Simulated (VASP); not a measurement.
Here is a VASP 6.6.1 calculation.

The input INCAR:

```
  PREC = Accurate
  ENCUT = 520
  EDIFF = 1E-7
  ISMEAR = -1
  SIGMA = 0.03
  LREAL = False
  LASPH = True
  NELM = 60
  ALGO = Normal
  ISIF = 2
  LWAVE = False
  LCHARG = False
  GGA = PS
  NBANDS = 21
```

File KPOINTS:

```
Automatic mesh
0
Gamma
  14 14 8
```

POSCAR

```
Ru
1.0
    2.7057993342      0.0000000000      0.0000000000
   -1.3528996671      2.3432909610      0.0000000000
    0.0000000000      0.0000000000      4.3247190000
Ru
2
Direct
    0.3333333333      0.6666666667      0.2500000000
    0.6666666667      0.3333333333      0.7500000000
```

Potentials or basis: VASP PAW PBE potentials, release 64 (Ru_pv).

Launch:

```sh
$ cat potpaw_PBE.64/Ru_pv/POTCAR > POTCAR
$ mpirun -np 1 vasp_std > vasp.out
```

**Question.** Predict the band gap on the k mesh.

**Answer.** Zero (bands 14 and 15 overlap by 3.11 eV).

**Question.** Estimate the pressure.

**Answer.** -9.5 GPa.

Stress tensor (GPa, compression positive):
```
 -7.29   0.00   0.00
  0.00  -7.29   0.00
  0.00   0.00 -13.97
```

Caveat: the cell differs from its parent crystal (zz strain of +1 %); the cell stands under tension; the PAW data sets were made with another functional, which shifts forces and pressure a little.
